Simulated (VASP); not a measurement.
# Al2Pt in VASP: a series of runs, part 2 of 2

VASP 6.6.1. Earlier steps stand in the parts before.

**4. Single point, LDA (volume scaled by 0.99)**

Contents of INCAR:

```
ALGO = Normal ; EDIFF = 1E-6
ENCUT = 520 ; ISIF = 2
ISMEAR = -1 ; LASPH = True
LCHARG = True ; LELF = True
LREAL = False ; LVHAR = True
LWAVE = False ; NBANDS = 15
NELM = 60 ; PREC = Accurate
SIGMA = 0.08
```

Contents of KPOINTS:

```
k-points
0
Gamma
  12 12 12
```

Contents of POSCAR:

```
Al2Pt
1.0
    0.0000000000      2.9451169830      2.9451169830
    2.9451169830      0.0000000000      2.9451169830
    2.9451169830      2.9451169830      0.0000000000
Al Pt
2 1
Direct
    0.2500000000      0.2500000000      0.2500000000
    0.7500000000      0.7500000000      0.7500000000
    0.0000000000      0.0000000000      0.0000000000
```

Potentials or basis: VASP PAW LDA potentials, release 64 (Al, Pt).

Run with:

```bash
$ cat potpaw_LDA.64/Al/POTCAR potpaw_LDA.64/Pt/POTCAR > POTCAR
$ mpirun -np 1 vasp_std > vasp.out
```

OUTCAR:

```text
EDIFF = 1E-6
   ENCUT = 520
   ISIF = 2
   ISMEAR = -1
   LASPH = True
   LREAL = False
   NELM = 60
   PREC = Accurate

 ion  position               nearest neighbor table
   1  0.250  0.250  0.250-   3 2.55   3 2.55   3 2.55   3 2.55   2 2.95   2 2.95   2 2.95   2 2.95
                             2 2.95   2 2.95
   2  0.750  0.750  0.750-   3 2.55   3 2.55   3 2.55   3 2.55   1 2.95   1 2.95   1 2.95   1 2.95
                             1 2.95   1 2.95
   3  0.000  0.000  0.000-   2 2.55   2 2.55   2 2.55   1 2.55   2 2.55   1 2.55   1 2.55   1 2.55

  LATTYP: Found a face centered cubic cell.
 ALAT       =     5.8902339660

  Lattice vectors:

 A1 = (   0.0000000000,   2.9451169830,   2.9451169830)
 A2 = (   2.9451169830,   0.0000000000,   2.9451169830)
 A3 = (   2.9451169830,   2.9451169830,   0.0000000000)

Analysis of symmetry for initial positions (statically):
=====================================================================
 Subroutine PRICEL returns:
 Original cell was already a primitive cell.

 Routine SETGRP: Setting up the symmetry group for a
 face centered cubic supercell.

 Subroutine GETGRP returns: Found 48 space group operations
[... 9 lines left out ...]

 Routine SETGRP: Setting up the symmetry group for a
 face centered cubic supercell.

 Subroutine GETGRP returns: Found 48 space group operations
 (whereof 48 operations were pure point group operations)
 out of a pool of 48 trial point group operations.

The dynamic configuration has the point symmetry O_h .

 Subroutine INISYM returns: Found 48 space group operations
 (whereof 48 operations are pure point group operations),
 and found     1 'primitive' translations

----------------------------------------------------------------------------------------

                                     Primitive cell

  volume of cell :      51.0902

  direct lattice vectors                    reciprocal lattice vectors
     0.000000000  2.945116983  2.945116983    -0.169772543  0.169772543  0.169772543
     2.945116983  0.000000000  2.945116983     0.169772543 -0.169772543  0.169772543
     2.945116983  2.945116983  0.000000000     0.169772543  0.169772543 -0.169772543

  length of vectors
     4.165024380  4.165024380  4.165024380     0.294054670  0.294054670  0.294054670

  position of ions in fractional coordinates (direct lattice)
     0.250000000  0.250000000  0.250000000
     0.750000000  0.750000000  0.750000000
     0.000000000  0.000000000  0.000000000

  ion indices of the primitive-cell ions
   primitive index   ion index
                 1           1
                 2           2
                 3           3

----------------------------------------------------------------------------------------

 KPOINTS: k-points

Automatic generation of k-mesh.
 Grid dimensions read from file:
 generate k-points for:   12   12   12

 Generating k-lattice:

  Cartesian coordinates                     Fractional coordinates (reciprocal lattice)
    -0.014147712  0.014147712  0.014147712     0.083333333  0.000000000  0.000000000
     0.014147712 -0.014147712  0.014147712     0.000000000  0.083333333  0.000000000
     0.014147712  0.014147712 -0.014147712     0.000000000  0.000000000  0.083333333

  Length of vectors
     0.024504556  0.024504556  0.024504556

  Shift w.r.t. Gamma in fractional coordinates (k-lattice)
     0.000000000  0.000000000  0.000000000

 Subroutine IBZKPT returns following result:
 ===========================================

 Found     72 irreducible k-points:

 Following reciprocal coordinates:
            Coordinates               Weight
  0.000000  0.000000  0.000000      1.000000
  0.083333  0.000000  0.000000      8.000000
  0.166667  0.000000  0.000000      8.000000
  0.250000  0.000000  0.000000      8.000000
  0.333333  0.000000  0.000000      8.000000
  0.416667  0.000000  0.000000      8.000000
[... 16 lines left out ...]
  0.500000  0.166667  0.000000     24.000000
 -0.416667  0.166667  0.000000     24.000000
 [... further k-points ...]
   k-points           NKPTS =     72   k-points in BZ     NKDIM =     72   number of bands    NBANDS=     15
   number of dos      NEDOS =    301   number of ions     NIONS =      3
   total plane-waves  NPLWV =  32768
   dimension x,y,z NGX =    32 NGY =   32 NGZ =   32
   dimension x,y,z NGXF=    64 NGYF=   64 NGZF=   64
   ions per type =               2   1
   NGX,Y,Z   is equivalent  to a cutoff of  12.77, 12.77, 12.77 a.u.
   NGXF,Y,Z  is equivalent  to a cutoff of  25.55, 25.55, 25.55 a.u.
 SYSTEM =  unknown system
   PREC   = accura    normal or accurate (medium, high low for compatibility)
   ISTART =      0    job   : 0-new  1-cont  2-samecut
   ICHARG =      2    charge: 1-file 2-atom 10-const
   ISPIN  =      1    spin polarized calculation?
   LNONCOLLINEAR =      F non collinear calculations
   LSORBIT =      F    spin-orbit coupling
   LASPH  =      T    aspherical Exc in radial PAW
   ENCUT  =  520.0 eV  38.22 Ry    6.18 a.u.   7.74  7.74  7.74*2*pi/ulx,y,z
   NELM   =     60;   NELMIN=  2; NELMDL= -5     # of ELM steps
   EDIFF  = 0.1E-05   stopping-criterion for ELM
   LREAL  =      F    real-space projection
   EDIFFG = 0.1E-04   stopping-criterion for IOM
   NSW    =      0    number of steps for IOM
   IBRION =     -1    ionic relax: 0-MD 1-quasi-New 2-CG
   NFREE  =      0    steps in history (QN), initial steepest desc. (CG)
   ISIF   =      2    stress and relaxation
   ISYM   =      2    0-nonsym 1-usesym 2-fastsym
   POTIM  = 0.5000    time-step for ionic-motion
   TEBEG  =    0.0;   TEEND  =   0.0 temperature during run
   PSTRESS=    0.0 pullay stress
   NELECT =      16.0000    total number of electrons
   NUPDOWN=      -1.0000    fix difference up-down
   EMIN   =  10.00;   EMAX   =-10.00  energy-range for DOS
   EFERMI =   0.00;   METHOD = LEGACY
   ISMEAR =    -1;   SIGMA  =   0.08  broadening in eV -4-tet -1-fermi 0-gaus
   EFERMI_NEDOS =   21; number of points for ismear=-14 and -15
   IALGO  =     38    algorithm
   IMIX   =      4    mixing-type and parameters
     AMIX     =   0.40;   BMIX     =  1.00
     AMIX_MAG =   1.60;   BMIX_MAG =  1.00
  volume/ion in A,a.u.               =      17.03       114.92
  Fermi-wavevector in a.u.,A,eV,Ry     =   1.111738  2.100879 16.816262  1.235960
  Thomas-Fermi vector in A             =   2.248304
   LORBIT       =      0    0 simple, 1 ext, 2 COOP (PROOUT), +10 PAW based schemes
   GGA     = CA    functional components
   LHFCALC =     F    Hartree Fock is set to
   AEXX    =    0.0000 exact exchange contribution
   IVDW    =     0    specifies the selected vdW correction
   LEPSILON=     F    determine dielectric tensor
   LRPA    =     F    only Hartree local field effects (RPA)
 non-spin polarized calculation
  energy-cutoff  :      520.00
  volume of cell :       51.09
 maximum number of plane-waves:      1391
   NGX = 15   NGY = 15   NGZ = 15

 number of electron      16.0000000 magnetization

 Free energy of the ion-electron system (eV)
  ---------------------------------------------------
  ext. energy  EPLUGINS =         0.00000000
  ---------------------------------------------------
  free energy    TOTEN  =       -18.60361935 eV

  energy without entropy =      -18.57821855  energy(sigma->0) =      -18.59091895

 E-fermi :   7.8471     XC(G=0): -10.9301

 val. band max:        7.8306849129   @ k =   0.2500   0.2500   0.0000
 cond. band min:       7.8520473651   @ k =   0.3333   0.2500   0.0000
 fundamental gap:      0.0213624522
 Fermi energy:         7.8470870861

 k-point     1 :       0.0000    0.0000    0.0000
  band No.  band energies     occupation
      1      -2.4609      2.00000
      2       2.6963      2.00000
      3       2.6963      2.00000
      4       2.6963      2.00000
      5       4.0730      2.00000
      6       4.0730      2.00000
      7      10.7235      0.00000
      8      11.6615      0.00000
      9      11.6615      0.00000
     10      11.6615      0.00000
     11      13.2833      0.00000
     12      13.2833      0.00000
     13      13.2833      0.00000
     14      14.1440      0.00000
     15      14.1440      0.00000
[... 397 lines left out ...]
 k-point    24 :      -0.4167    0.1667    0.0000
  band No.  band energies     occupation
      1       0.1863      2.00000
      2       1.7255      2.00000
      3       2.9201      2.00000
      4       3.2301      2.00000
      5       3.8346      2.00000
      6       4.1664      2.00000
      7       4.5534      2.00000
      8       7.3358      1.99665
      9       8.4896      0.00065
     10      11.3266      0.00000
     11      13.4982      0.00000
     12      13.8464      0.00000
     13      14.7778      0.00000
     14      16.6509      0.00000
     15      17.0423      0.00000

 [... further k-points ...]
[... 5 lines left out ...]
  --------------------------------------------------------------------------------------
  -------------------------------------------------------------------------------------
  Total       -0.7182507     -0.7182507     -0.7182507     -0.0000000     -0.0000000     -0.0000000
  in kB      -22.5241801    -22.5241801    -22.5241801     -0.0000000     -0.0000000     -0.0000000
  external PRESSURE =     -22.5241801 kB  Pullay stress =       0.0000000 kB

 VOLUME and BASIS-vectors are now :
 -----------------------------------------------------------------------------
  energy-cutoff  :      520.00
  volume of cell :       51.09
      direct lattice vectors                 reciprocal lattice vectors
     0.000000000  2.945116983  2.945116983    -0.169772543  0.169772543  0.169772543
     2.945116983  0.000000000  2.945116983     0.169772543 -0.169772543  0.169772543
     2.945116983  2.945116983  0.000000000     0.169772543  0.169772543 -0.169772543

 POSITION                                       TOTAL-FORCE (eV/Angst)
 -----------------------------------------------------------------------------------
      1.47256      1.47256      1.47256         0.000000      0.000000      0.000000
      4.41768      4.41768      4.41768        -0.000000     -0.000000     -0.000000
      0.00000      0.00000      0.00000         0.000000      0.000000      0.000000
 -----------------------------------------------------------------------------------
    total drift:                                0.000000     -0.000000      0.000000

  FREE ENERGIE OF THE ION-ELECTRON SYSTEM (eV)
  ---------------------------------------------------
  free  energy   TOTEN  =       -18.6036193450 eV

  energy  without entropy=      -18.5782185484  energy(sigma->0) =      -18.59091895
```

OSZICAR:

```text
N       E                     dE             d eps       ncg     rms          rms(c)
DAV:   1     0.461706272619E+02    0.46171E+02   -0.66268E+03  2192   0.906E+02
DAV:   2    -0.177037380590E+02   -0.63874E+02   -0.56314E+02  2588   0.165E+02
DAV:   3    -0.192379926459E+02   -0.15343E+01   -0.15242E+01  2847   0.245E+01
DAV:   4    -0.192491002804E+02   -0.11108E-01   -0.11106E-01  2531   0.244E+00
DAV:   5    -0.192492541154E+02   -0.15384E-03   -0.15383E-03  2881   0.295E-01    0.875E+00
DAV:   6    -0.187435998365E+02    0.50565E+00   -0.18239E+00  2524   0.122E+01    0.226E+00
DAV:   7    -0.186447672970E+02    0.98833E-01   -0.13742E-01  2496   0.347E+00    0.167E+00
DAV:   8    -0.186038568362E+02    0.40910E-01   -0.37111E-02  2631   0.148E+00    0.262E-01
DAV:   9    -0.186036225889E+02    0.23425E-03   -0.14661E-03  2755   0.298E-01    0.165E-01
DAV:  10    -0.186036233177E+02   -0.72881E-06   -0.15525E-04  2727   0.103E-01    0.180E-02
DAV:  11    -0.186036192990E+02    0.40187E-05   -0.13545E-05  2664   0.347E-02    0.750E-03
DAV:  12    -0.186036193450E+02   -0.46029E-07   -0.64421E-07  1640   0.544E-03
   1 F= -.18603619E+02 E0= -.18590919E+02  d E =-.254008E-01
```

Run time: 22 s. Hardware: 1 thread of Intel Xeon Platinum 8559C (Emerald Rapids), shared host; peak memory 0.19 GiB.

What came out:

| Property | Result |
| --- | --- |
| Free energy | -18.6036 eV |
| Pressure | -2.3 GPa |
| Band gap on the k mesh | zero (band 8 reaches 11.66 eV, above the bottom of band 9 at 6.22 eV) |

Caveat: spin-orbit coupling is left out, which moves the levels of the heavy elements.

**5. Single point, LDA (volume scaled by 1.02)**

Contents of INCAR:

```
SYSTEM = Al2Pt
PREC     = Accurate       ! precision mode
ENCUT    = 520            ! plane-wave cutoff, eV
EDIFF    = 1E-6           ! SCF threshold, eV
ISMEAR   = -1             ! smearing method
SIGMA    = 0.08           ! smearing width, eV
LREAL    = .FALSE.        ! projectors in reciprocal space
LASPH    = .TRUE.         ! aspherical terms in the spheres
NELM     = 80             ! most SCF steps
ALGO     = Normal         ! electronic algorithm
ISIF     = 2              ! what is computed and relaxed
LWAVE    = .FALSE.        ! write WAVECAR
LCHARG   = .TRUE.         ! write CHGCAR
GGA      = CA             ! functional
LELF     = .TRUE.         ! ELF
LVHAR    = .TRUE.       
NBANDS   = 15             ! bands
```

Contents of KPOINTS:

```
Automatic mesh
0
G
  12 12 12
  0 0 0
```

Contents of POSCAR:

```
Al2Pt
1.0
    0.0000000000      2.9745701068      2.9745701068
    2.9745701068      0.0000000000      2.9745701068
    2.9745701068      2.9745701068      0.0000000000
Al Pt
2 1
Direct
    0.2500000000      0.2500000000      0.2500000000
    0.7500000000      0.7500000000      0.7500000000
    0.0000000000      0.0000000000      0.0000000000
```

Run with:

```bash
$ cat potpaw_LDA.64/Al/POTCAR potpaw_LDA.64/Pt/POTCAR > POTCAR
$ mpirun -np 1 vasp_std > vasp.out
```

Run time: 23 s. Hardware: 1 thread of Intel Xeon Platinum 8559C (Emerald Rapids), shared host; peak memory 0.19 GiB.

The run converged. Its results:

* Free energy: -18.5634 eV
* Pressure: -6.0 GPa
* Band gap on the k mesh: zero (band 8 reaches 11.29 eV, above the bottom of band 9 at 5.93 eV)

Levels at points of the mesh, in eV from the Fermi level:
| k point | band 6 | band 7 | band 8 | band 9 | band 10 | band 11 |
| --- | --- | --- | --- | --- | --- | --- |
| (0.00, 0.00, 0.00) | -3.65 | 2.65 | 3.79 | 3.79 | 3.79 | 5.27 |
| (0.50, 0.00, 0.00) | -3.44 | -3.44 | 1.00 | 1.00 | 3.64 | 5.05 |
| (0.50, 0.50, 0.00) | -3.39 | -3.17 | -1.57 | -1.57 | 2.94 | 3.32 |

Caveat: spin-orbit coupling is left out, which moves the levels of the heavy elements.

**6. Single point, LDA (volume scaled by 1.06)**

Contents of INCAR:

```
ALGO = Normal ; EDIFF = 1E-7
ENCUT = 520 ; GGA = CA
ISIF = 2 ; ISMEAR = -1
LASPH = T ; LCHARG = T
LELF = T ; LREAL = F
LVHAR = T ; LWAVE = F
NBANDS = 15 ; NELM = 80
PREC = Accurate ; SIGMA = 0.08
```

Contents of KPOINTS:

```
k-points
0
Gamma
  12 12 12
```

Contents of POSCAR:

```
Al2Pt
1.0
    0.0000000000      3.0129558903      3.0129558903
    3.0129558903      0.0000000000      3.0129558903
    3.0129558903      3.0129558903      0.0000000000
Al Pt
2 1
Direct
    0.2500000000      0.2500000000      0.2500000000
    0.7500000000      0.7500000000      0.7500000000
    0.0000000000      0.0000000000      0.0000000000
```

Potentials or basis: VASP PAW LDA potentials, release 64 (Al, Pt).

Run with:

```bash
$ cat potpaw_LDA.64/Al/POTCAR potpaw_LDA.64/Pt/POTCAR > POTCAR
$ mpirun -np 1 vasp_std > vasp.out
```

Wall time 19 s (1 thread of Intel Xeon Platinum 8559C (Emerald Rapids), shared host); peak memory 0.19 GiB.

It converged, with:

- Free energy: -18.4584 eV
- Pressure: -10.2 GPa
- Band gap on the k mesh: zero (band 8 reaches 10.81 eV, above the bottom of band 9 at 5.56 eV)

Levels at points of the mesh, in eV from the Fermi level:
```csv
k point,band 5,band 6,band 7,band 8,band 9,band 10,band 11,band 12
"(0.00, 0.00, 0.00)",-3.49,-3.49,2.37,3.76,3.76,3.76,5.06,5.06
"(0.50, 0.00, 0.00)",-3.57,-3.30,-3.30,1.00,1.00,3.56,4.75,4.89
"(0.50, 0.50, 0.00)",-3.62,-3.27,-3.05,-1.49,-1.49,2.68,3.26,8.05
```

Caveat: spin-orbit coupling is left out, which moves the levels of the heavy elements.

**7. Overview**

```tsv
cell	gap on the mesh (eV)	pressure (GPa)
a = 4.221 Å, angles 58.7°, 3 atoms	none	-3.4
a = 4.123 Å, angles 60.0°, 3 atoms	none	2.2
a = 4.165 Å, angles 60.0°, 3 atoms	none	-2.3
a = 4.207 Å, angles 60.0°, 3 atoms	none	-6.0
a = 4.261 Å, angles 60.0°, 3 atoms	none	-10.2
```

Alike in all rows: task single point; level LDA; potentials or basis VASP PAW LDA potentials, release 64 (Al, Pt); no spin polarisation; k mesh 12 × 12 × 12; cutoff (eV) 520; smearing fermi-dirac 0.08 eV.

Caveats: spin-orbit coupling is left out, which moves the levels of the heavy elements.

Absolute energies hang on the potentials; compare differences alone.
